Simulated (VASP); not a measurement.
A run of VASP 6.6.1 is set up as follows.

Contents of INCAR:

```
SYSTEM = Fe
PREC = Accurate ; ENCUT = 520
EDIFF = 1E-6 ; ISMEAR = 0
SIGMA = 0.02 ; LREAL = .FALSE.
LASPH = .TRUE. ; NELM = 150
ALGO = Normal ; ISIF = 2
LWAVE = .FALSE. ; LCHARG = .FALSE.
ISPIN = 2 ; MAGMOM = 3.5
LORBIT = 11 ; LMAXMIX = 4
NBANDS = 14
```

KPOINTS

```
Automatic mesh
0
G
  10 10 10
  0 0 0
```

The input POSCAR:

```
Fe
1.0
   -1.3738735856      1.3738735856      1.3738735856
    1.3738735856     -1.3738735856      1.3738735856
    1.3738735856      1.3738735856     -1.3738735856
Fe
1
Direct
    0.0000000000      0.0000000000      0.0000000000
```

Potentials or basis: VASP PAW LDA potentials, release 64 (Fe).

Command:

```bash
$ cat potpaw_LDA.64/Fe/POTCAR > POTCAR
$ mpirun -np 1 vasp_std > vasp.out
```

Question: Predict the pressure.

Answer: -0.6 GPa.

Question: Predict the net moment.

Answer: 1.94 μB per cell.

Question: What does it give for the site moments?

Answer: Fe +1.91 μB.
